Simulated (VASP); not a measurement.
Input of a VASP 6.6.1 run:

The input INCAR:

```
SYSTEM = Ir
ALGO = Normal ; EDIFF = 1E-7
EDIFFG = -0.01 ; ENCUT = 600
GGA = PE ; IBRION = 2
ISIF = 3 ; ISMEAR = -1
LASPH = .TRUE. ; LCHARG = .FALSE.
LREAL = .FALSE. ; LWAVE = .FALSE.
NELM = 60 ; NSW = 80
PREC = Accurate ; SIGMA = 0.1
```

File KPOINTS:

```
k-points
0
G
  10 10 10
  0 0 0
```

Contents of POSCAR:

```
Ir
1.0
    0.0000000000      2.6731374252      2.6731374252
    2.6731374252      0.0000000000      2.6731374252
    2.6731374252      2.6731374252      0.0000000000
Ir
2
Direct
    0.1250000000      0.1250000000      0.1250000000
    0.8750000000      0.8750000000      0.8750000000
```

Potentials or basis: VASP PAW PBE potentials, release 64 (Ir).

Command:

```sh
$ cat potpaw_PBE.64/Ir/POTCAR > POTCAR
$ mpirun -np 1 vasp_std > vasp.out
```

Question: Predict the space group after relaxing (to 0.05 Å).

Answer: Fd-3m (No. 227).

Question: Estimate the band gap on the k mesh.

Answer: Zero (band 9 reaches 6.16 eV, above the bottom of band 10 at 4.54 eV).

Question: Estimate the relaxed cell.

Answer: a = 3.937 Å, b = 3.937 Å, c = 3.937 Å, α = 60.00°, β = 60.00°, γ = 60.00°.

Question: Predict the relaxed volume.

Answer: 21.57 Å³/atom.

Final structure:
```
Ir
1.0
     0.00000    2.78364    2.78364
     2.78364    0.00000    2.78364
     2.78364    2.78364    0.00000
Ir
2
Direct
  0.12500 0.12500 0.12500
  0.87500 0.87500 0.87500
```

Caveat: spin-orbit coupling is left out, which moves the levels of the heavy elements.
